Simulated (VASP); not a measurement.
Runs of VASP 6.6.1 on Rb2Sb. The structure is that of space group Pn-3m (No. 224), or close to it. The cells are those of the table. 

```tsv
task	cell	k mesh	cutoff (eV)	gap on the mesh (eV)	pressure (GPa)	relaxed volume (Å³/atom)
relaxation of cell and atoms	relaxed from a = 7.984 Å, 6 atoms	6 × 6 × 6	600	none	0.0	(a)
single point	a = 8.048 Å, 6 atoms	6 × 6 × 6	520	none	0.0	-
relaxation of cell and atoms	relaxed from a = 6.286 Å, 6 atoms	4 × 4 × 4	600	none	0.0	87.55
single point	a = 7.984 Å, 6 atoms	4 × 4 × 4	520	none	0.1	-
single point	a = 6.286 Å, 6 atoms	4 × 4 × 4	520	none	16.9	-
```

Alike in all rows: level PBE; potentials or basis VASP PAW PBE potentials, release 64 (Rb_sv, Sb); no spin polarisation; smearing gaussian 0.1 eV.

Task: Estimate the missing entries.

Result: (a) 86.99.

Caveats: spin-orbit coupling is left out, which moves the levels of the heavy elements; the volume moved by over 15 % at a fixed basis, so the end points are rough (at least some runs); the cell stands under pressure (at least some runs).

A k mesh can miss the band edges, and the runs leave out spin-orbit coupling on Rb, Sb.

A gap of «none» marks levels without a gap at the run's occupations.
